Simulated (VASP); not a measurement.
# Ga (Cmce) in VASP: notebook

Runs on Ga. Level: PBE. Tasks: single point.

Everything below comes from runs of VASP 6.6.1. Logs are shortened: lines on timing, memory, paths and dates and some standing lists are left out, and cuts for length are marked.

## Step 1: The cell of the first run

Symmetry: Cmce, No. 64, orthorhombic system. The conventional cell has a = 4.622 Å, b = 7.746 Å, c = 4.546 Å, α = 90.00°, β = 90.00°, γ = 90.00°. Ga (site symmetry m) has 7 Ga at 2.53 to 2.84 Å within 3.3 Å.

## Step 2: Single point, PBE

Input file INCAR:

```
PREC = Accurate
ENCUT = 520
EDIFF = 1E-7
ISMEAR = -1
SIGMA = 0.1
LREAL = False
LASPH = True
NELM = 80
ALGO = Normal
ISIF = 2
LWAVE = False
LCHARG = True
GGA = PE
LELF = True
LVHAR = True
NBANDS = 34
```

Input file KPOINTS:

```
regular mesh
0
Gamma
  11 11 9
```

Input file POSCAR:

```
Ga
1.0
    2.3107965904     -3.8729245499      0.0000000000
    2.3107965904      3.8729245499      0.0000000000
    0.0000000000      0.0000000000      4.5463106024
Ga
4
Direct
    0.8442122853      0.1557877147      0.0839450138
    0.6557877147      0.3442122853      0.5839450138
    0.1557877147      0.8442122853      0.9160549862
    0.3442122853      0.6557877147      0.4160549862
```

Potentials or basis: VASP PAW PBE potentials, release 64 (Ga_d).

Started as:

```bash
$ cat potpaw_PBE.64/Ga_d/POTCAR > POTCAR
$ mpirun -np 1 vasp_std > vasp.out
```

OUTCAR:

```text
PREC = Accurate
   ENCUT = 520
   EDIFF = 1E-7
   ISMEAR = -1
   LREAL = False
   LASPH = True
   NELM = 80
   ISIF = 2
   GGA = PE

 ion  position               nearest neighbor table
   1  0.844  0.156  0.084-   3 2.53   2 2.70   2 2.70   4 2.76   4 2.76   3 2.84   3 2.84
   2  0.656  0.344  0.584-   4 2.53   1 2.70   1 2.70   3 2.76   3 2.76   4 2.84   4 2.84
   3  0.156  0.844  0.916-   1 2.53   4 2.70   4 2.70   2 2.76   2 2.76   1 2.84   1 2.84
   4  0.344  0.656  0.416-   2 2.53   3 2.70   3 2.70   1 2.76   1 2.76   2 2.84   2 2.84

  LATTYP: Found a base centered orthorhombic cell.
 ALAT       =     4.6215931808
 B/A-ratio  =     1.6760127507
 C/A-ratio  =     0.9837106869

  Lattice vectors:

 A1 = (   2.3107965904,  -3.8729245499,   0.0000000000)
 A2 = (   2.3107965904,   3.8729245499,   0.0000000000)
 A3 = (   0.0000000000,   0.0000000000,   4.5463106024)

Analysis of symmetry for initial positions (statically):
=====================================================================
 Subroutine PRICEL returns:
 Original cell was already a primitive cell.

 Routine SETGRP: Setting up the symmetry group for a
 base centered orthorhombic supercell.

 Subroutine GETGRP returns: Found  8 space group operations
 (whereof  4 operations were pure point group operations)
 out of a pool of  8 trial point group operations.

The static configuration has the point symmetry C_2h.
 The point group associated with its full space group is D_2h.

Analysis of symmetry for dynamics (positions and initial velocities):
=====================================================================
 Subroutine PRICEL returns:
 Original cell was already a primitive cell.

 Routine SETGRP: Setting up the symmetry group for a
 base centered orthorhombic supercell.

 Subroutine GETGRP returns: Found  8 space group operations
 (whereof  4 operations were pure point group operations)
 out of a pool of  8 trial point group operations.

The dynamic configuration has the point symmetry C_2h.
 The point group associated with its full space group is D_2h.

 Subroutine INISYM returns: Found  8 space group operations
 (whereof  4 operations are pure point group operations),
 and found     1 'primitive' translations

----------------------------------------------------------------------------------------

                                     Primitive cell

  volume of cell :      81.3748

  direct lattice vectors                    reciprocal lattice vectors
     2.310796590 -3.872924550  0.000000000     0.216375601 -0.129101405  0.000000000
     2.310796590  3.872924550  0.000000000     0.216375601  0.129101405  0.000000000
     0.000000000  0.000000000  4.546310602     0.000000000  0.000000000  0.219958575

  length of vectors
     4.509914129  4.509914129  4.546310602     0.251963436  0.251963436  0.219958575

  position of ions in fractional coordinates (direct lattice)
     0.844212285  0.155787715  0.083945014
     0.655787715  0.344212285  0.583945014
     0.155787715  0.844212285  0.916054986
     0.344212285  0.655787715  0.416054986

  ion indices of the primitive-cell ions
   primitive index   ion index
                 1           1
                 2           2
                 3           3
                 4           4

----------------------------------------------------------------------------------------

 KPOINTS: regular mesh

Automatic generation of k-mesh.
 Grid dimensions read from file:
 generate k-points for:   11   11    9

 Generating k-lattice:

  Cartesian coordinates                     Fractional coordinates (reciprocal lattice)
     0.019670509 -0.011736491  0.000000000     0.090909091  0.000000000  0.000000000
     0.019670509  0.011736491  0.000000000     0.000000000  0.090909091  0.000000000
     0.000000000  0.000000000  0.024439842     0.000000000  0.000000000  0.111111111

  Length of vectors
     0.022905767  0.022905767  0.024439842

  Shift w.r.t. Gamma in fractional coordinates (k-lattice)
     0.000000000  0.000000000  0.000000000

 Subroutine IBZKPT returns following result:
 ===========================================

 Found    180 irreducible k-points:

 Following reciprocal coordinates:
            Coordinates               Weight
  0.000000  0.000000  0.000000      1.000000
  0.090909  0.000000  0.000000      4.000000
  0.181818  0.000000  0.000000      4.000000
  0.272727  0.000000  0.000000      4.000000
  0.363636  0.000000  0.000000      4.000000
  0.454545  0.000000  0.000000      4.000000
[... 16 lines left out ...]
 -0.272727  0.181818  0.000000      4.000000
 -0.181818  0.181818  0.000000      2.000000
 [... further k-points ...]
   k-points           NKPTS =    180   k-points in BZ     NKDIM =    180   number of bands    NBANDS=     34
   number of dos      NEDOS =    301   number of ions     NIONS =      4
   total plane-waves  NPLWV =  46656
   dimension x,y,z NGX =    36 NGY =   36 NGZ =   36
   dimension x,y,z NGXF=    72 NGYF=   72 NGZF=   72
   ions per type =               4
   NGX,Y,Z   is equivalent  to a cutoff of  13.27, 13.27, 13.16 a.u.
   NGXF,Y,Z  is equivalent  to a cutoff of  26.54, 26.54, 26.33 a.u.
 SYSTEM =  unknown system
   PREC   = accura    normal or accurate (medium, high low for compatibility)
   ISTART =      0    job   : 0-new  1-cont  2-samecut
   ICHARG =      2    charge: 1-file 2-atom 10-const
   ISPIN  =      1    spin polarized calculation?
   LNONCOLLINEAR =      F non collinear calculations
   LSORBIT =      F    spin-orbit coupling
   LASPH  =      T    aspherical Exc in radial PAW
   ENCUT  =  520.0 eV  38.22 Ry    6.18 a.u.   8.39  8.39  8.45*2*pi/ulx,y,z
   NELM   =     80;   NELMIN=  2; NELMDL= -5     # of ELM steps
   EDIFF  = 0.1E-06   stopping-criterion for ELM
   LREAL  =      F    real-space projection
   EDIFFG = 0.1E-05   stopping-criterion for IOM
   NSW    =      0    number of steps for IOM
   IBRION =     -1    ionic relax: 0-MD 1-quasi-New 2-CG
   NFREE  =      0    steps in history (QN), initial steepest desc. (CG)
   ISIF   =      2    stress and relaxation
   ISYM   =      2    0-nonsym 1-usesym 2-fastsym
   POTIM  = 0.5000    time-step for ionic-motion
   TEBEG  =    0.0;   TEEND  =   0.0 temperature during run
   PSTRESS=    0.0 pullay stress
   NELECT =      52.0000    total number of electrons
   NUPDOWN=      -1.0000    fix difference up-down
   EMIN   =  10.00;   EMAX   =-10.00  energy-range for DOS
   EFERMI =   0.00;   METHOD = LEGACY
   ISMEAR =    -1;   SIGMA  =   0.10  broadening in eV -4-tet -1-fermi 0-gaus
   EFERMI_NEDOS =   21; number of points for ismear=-14 and -15
   IALGO  =     38    algorithm
   IMIX   =      4    mixing-type and parameters
     AMIX     =   0.40;   BMIX     =  1.00
     AMIX_MAG =   1.60;   BMIX_MAG =  1.00
  volume/ion in A,a.u.               =      20.34       137.29
  Fermi-wavevector in a.u.,A,eV,Ry     =   1.410087  2.664679 27.053091  1.988346
  Thomas-Fermi vector in A             =   2.532077
   LORBIT       =      0    0 simple, 1 ext, 2 COOP (PROOUT), +10 PAW based schemes
   GGA     = PE    functional components
   LHFCALC =     F    Hartree Fock is set to
   AEXX    =    0.0000 exact exchange contribution
   IVDW    =     0    specifies the selected vdW correction
   LEPSILON=     F    determine dielectric tensor
   LRPA    =     F    only Hartree local field effects (RPA)
 non-spin polarized calculation
  energy-cutoff  :      520.00
  volume of cell :       81.37
 maximum number of plane-waves:      2217
 NGX is ok and might be reduce to    36
   NGX = 17   NGY = 17   NGZ = 17

 number of electron      52.0000004 magnetization

 Free energy of the ion-electron system (eV)
  ---------------------------------------------------
  ext. energy  EPLUGINS =         0.00000000
  ---------------------------------------------------
  free energy    TOTEN  =       -11.64314147 eV

  energy without entropy =      -11.61163144  energy(sigma->0) =      -11.62738645

 E-fermi :   4.6788     XC(G=0): -10.4639

 val. band max:        4.6749920344   @ k =  -0.1818   0.1818   0.4444
 cond. band min:       4.6950410807   @ k =   0.0909   0.0000   0.0000
 fundamental gap:      0.0200490464
 Fermi energy:         4.6787723201

 k-point     1 :       0.0000    0.0000    0.0000
  band No.  band energies     occupation
      1     -10.3861      2.00000
      2     -10.3852      2.00000
      3     -10.3635      2.00000
      4     -10.3448      2.00000
      5     -10.3143      2.00000
      6     -10.2970      2.00000
[... 26 lines left out ...]
     33      11.4251      0.00000
     34      11.9300      0.00000

 k-point     2 :       0.0909    0.0000    0.0000
  band No.  band energies     occupation
      1     -10.3869      2.00000
      2     -10.3829      2.00000
      3     -10.3649      2.00000
      4     -10.3479      2.00000
      5     -10.3090      2.00000
      6     -10.2957      2.00000
[... 26 lines left out ...]
     33      11.5468      0.00000
     34      11.7699      0.00000

 k-point     3 :       0.1818    0.0000    0.0000
  band No.  band energies     occupation
      1     -10.3888      2.00000
      2     -10.3739      2.00000
      3     -10.3702      2.00000
      4     -10.3550      2.00000
      5     -10.3031      2.00000
      6     -10.2852      2.00000
[... 26 lines left out ...]
     33      10.9839      0.00000
     34      11.9058      0.00000
[... 704 lines left out ...]
 k-point    23 :      -0.2727    0.1818    0.0000
  band No.  band energies     occupation
      1     -10.3976      2.00000
      2     -10.3936      2.00000
      3     -10.3508      2.00000
      4     -10.3436      2.00000
      5     -10.3248      2.00000
      6     -10.3047      2.00000
[... 26 lines left out ...]
     33       9.9463      0.00000
     34      11.1447      0.00000

 k-point    24 :      -0.1818    0.1818    0.0000
  band No.  band energies     occupation
      1     -10.3956      2.00000
      2     -10.3831      2.00000
      3     -10.3601      2.00000
      4     -10.3465      2.00000
      5     -10.3176      2.00000
      6     -10.3068      2.00000
[... 26 lines left out ...]
     33      10.2265      0.00000
     34      10.5006      0.00000

 [... further k-points ...]

------------------------ aborting loop because EDIFF is reached ----------------------------------------

  FORCE on cell =-STRESS in cart. coord.  units (eV):
  Direction    XX          YY          ZZ          XY          YZ          ZX
  --------------------------------------------------------------------------------------
  -------------------------------------------------------------------------------------
  Total       -0.0866336      0.0339676      0.1453851      0.0000000     -0.0000000      0.0000000
  in kB       -1.7057178      0.6687840      2.8624683      0.0000000     -0.0000000      0.0000000
  external PRESSURE =       0.6085115 kB  Pullay stress =       0.0000000 kB

 VOLUME and BASIS-vectors are now :
 -----------------------------------------------------------------------------
  energy-cutoff  :      520.00
  volume of cell :       81.37
      direct lattice vectors                 reciprocal lattice vectors
     2.310796590 -3.872924550  0.000000000     0.216375601 -0.129101405  0.000000000
     2.310796590  3.872924550  0.000000000     0.216375601  0.129101405  0.000000000
     0.000000000  0.000000000  4.546310602     0.000000000  0.000000000  0.219958575

 POSITION                                       TOTAL-FORCE (eV/Angst)
 -----------------------------------------------------------------------------------
      2.31080     -2.66622      0.38164         0.000000      0.030101     -0.002794
      2.31080     -1.20671      2.65480         0.000000     -0.030101     -0.002794
      2.31080      2.66622      4.16467         0.000000     -0.030101      0.002794
      2.31080      1.20671      1.89152         0.000000      0.030101      0.002794
 -----------------------------------------------------------------------------------
    total drift:                                0.000000      0.000000      0.000000

  FREE ENERGIE OF THE ION-ELECTRON SYSTEM (eV)
  ---------------------------------------------------
  free  energy   TOTEN  =       -11.6431414658 eV

  energy  without entropy=      -11.6116314408  energy(sigma->0) =      -11.62738645
```

Wall time 3.2 min (1 thread of Intel Xeon 6975P-C (Granite Rapids), shared host); peak memory 0.45 GiB.

Results:

* Free energy: -11.6431 eV
* Pressure: 0.1 GPa
* Largest force: 0.030 eV/Å
* Band gap on the k mesh: zero (bands 26 and 27 overlap by 1.07 eV)

Forces in eV/Å, atoms in the order of the input:
```
Ga   0.000  0.030 -0.003
Ga   0.000 -0.030 -0.003
Ga   0.000 -0.030  0.003
Ga   0.000  0.030  0.003
```

## Step 3: Single point, PBE (21.16 Å³/atom)

This run uses another cell than the first one, of 21.16 Å³/atom.

Input file INCAR:

```
ALGO     = Normal         # electronic algorithm
EDIFF    = 1E-7           # SCF threshold, eV
ENCUT    = 520            # plane-wave cutoff, eV
GGA      = PE             # functional
ISIF     = 2              # what is computed and relaxed
ISMEAR   = -1             # smearing method
LASPH    = True           # aspherical terms in the spheres
LCHARG   = True           # write CHGCAR
LELF     = True           # ELF
LREAL    = False          # projectors in reciprocal space
LVHAR    = True         
LWAVE    = False          # write WAVECAR
NBANDS   = 34             # bands
NELM     = 80             # most SCF steps
PREC     = Accurate       # precision mode
SIGMA    = 0.1            # smearing width, eV
```

Input file KPOINTS:

```
k-points
0
Gamma
  11 11 9
```

Input file POSCAR:

```
Ga
1.0
    2.3412052958     -3.9238899280      0.0000000000
    2.3412052958      3.9238899280      0.0000000000
    0.0000000000      0.0000000000      4.6061373395
Ga
4
Direct
    0.8442122853      0.1557877147      0.0839450138
    0.6557877147      0.3442122853      0.5839450138
    0.1557877147      0.8442122853      0.9160549862
    0.3442122853      0.6557877147      0.4160549862
```

Potentials or basis: VASP PAW PBE potentials, release 64 (Ga_d).

Started as:

```bash
$ cat potpaw_PBE.64/Ga_d/POTCAR > POTCAR
$ mpirun -np 1 vasp_std > vasp.out
```

It took 3.3 min on 1 thread of Intel Xeon 6975P-C (Granite Rapids), shared host; peak memory 0.46 GiB.

The run converged. Its results:

- Free energy: -11.6263 eV
- Pressure: -1.7 GPa
- Largest force: 0.050 eV/Å
- Band gap on the k mesh: zero (bands 26 and 27 overlap by 1.05 eV)

Forces in eV/Å, atoms in the order of the input:
```
Ga   0.000  0.050 -0.006
Ga   0.000 -0.050 -0.006
Ga   0.000 -0.050  0.006
Ga   0.000  0.050  0.006
```

Stress tensor (GPa, compression positive):
```
-1.82  0.00  0.00
 0.00 -1.73  0.00
 0.00  0.00 -1.48
```

Levels at points of the mesh, in eV from the Fermi level:
```csv
k point,band 23,band 24,band 25,band 26,band 27,band 28,band 29,band 30
"(0.00, 0.00, 0.00)",-3.47,-2.11,-1.59,-0.59,0.85,0.89,1.06,4.66
```

## Step 4: Single point, PBE

Input file INCAR:

```
ALGO = Normal ; EDIFF = 1E-6
ENCUT = 520 ; GGA = PE
ISIF = 2 ; ISMEAR = -1
LASPH = True ; LCHARG = False
LREAL = False ; LWAVE = False
NBANDS = 34 ; NELM = 100
PREC = Accurate ; SIGMA = 0.03
```

Input file KPOINTS:

```
k-points
0
Gamma
  8 8 7
```

Input file POSCAR:

```
Ga
1.0
    2.3107968683     -3.8729233244      0.0000000000
    2.3107968683      3.8729233244      0.0000000000
    0.0000000000      0.0000000000      4.5463111460
Ga
4
Direct
    0.8442122196      0.1557877804      0.0839449706
    0.6557877804      0.3442122196      0.5839449706
    0.1557877804      0.8442122196      0.9160550294
    0.3442122196      0.6557877804      0.4160550294
```

Started as:

```bash
$ cat potpaw_PBE.64/Ga_d/POTCAR > POTCAR
$ mpirun -np 1 vasp_std > vasp.out
```

Wall time 4.2 min (1 thread of Intel Xeon 8259CL, shared host); peak memory 0.31 GiB.

It converged, with:

- Free energy: -11.6238 eV
- Pressure: 0.1 GPa
- Largest force: 0.006 eV/Å
- Band gap on the k mesh: zero (bands 26 and 27 overlap by 0.88 eV)

Forces on the atoms (eV/Å):
```
Ga   0.000  0.004 -0.004
Ga   0.000 -0.004 -0.004
Ga   0.000 -0.004  0.004
Ga   0.000  0.004  0.004
```

Levels at points of the mesh, in eV from the Fermi level:
```tsv
k point	band 22	band 23	band 24	band 25	band 26	band 27	band 28	band 29	band 30	band 31
(0.00, 0.00, 0.00)	-4.16	-3.57	-2.06	-1.72	-0.68	0.84	0.88	1.00	4.81	5.31
(0.50, 0.00, 0.00)	-8.44	-3.44	-3.44	-1.23	-1.23	0.80	0.80	3.97	3.97	5.24
(0.50, 0.50, 0.00)	-7.07	-4.34	-3.22	-1.64	-1.38	1.11	1.33	3.07	3.76	4.10
```

## Step 5: The runs side by side

| cell | k mesh | smearing | gap on the mesh (eV) | pressure (GPa) | largest force (eV/Å) |
| --- | --- | --- | --- | --- | --- |
| a = 4.510, b = 4.510, c = 4.546 Å, angles 90.0, 90.0, 118.4°, 4 atoms | 11 × 11 × 9 | fermi-dirac 0.1 eV | none | 0.1 | 0.03 |
| a = 4.569, b = 4.569, c = 4.606 Å, angles 90.0, 90.0, 118.4°, 4 atoms | 11 × 11 × 9 | fermi-dirac 0.1 eV | none | -1.7 | 0.05 |
| a = 4.510, b = 4.510, c = 4.546 Å, angles 90.0, 90.0, 118.4°, 4 atoms | 8 × 8 × 7 | fermi-dirac 0.03 eV | none | 0.1 | 0.01 |

Alike in all rows: task single point; level PBE; potentials or basis VASP PAW PBE potentials, release 64 (Ga_d); no spin polarisation; cutoff (eV) 520.

Absolute energies hang on the potentials; compare differences alone.

The gap in the log of VASP goes by the Fermi energy; the results here count the filled bands.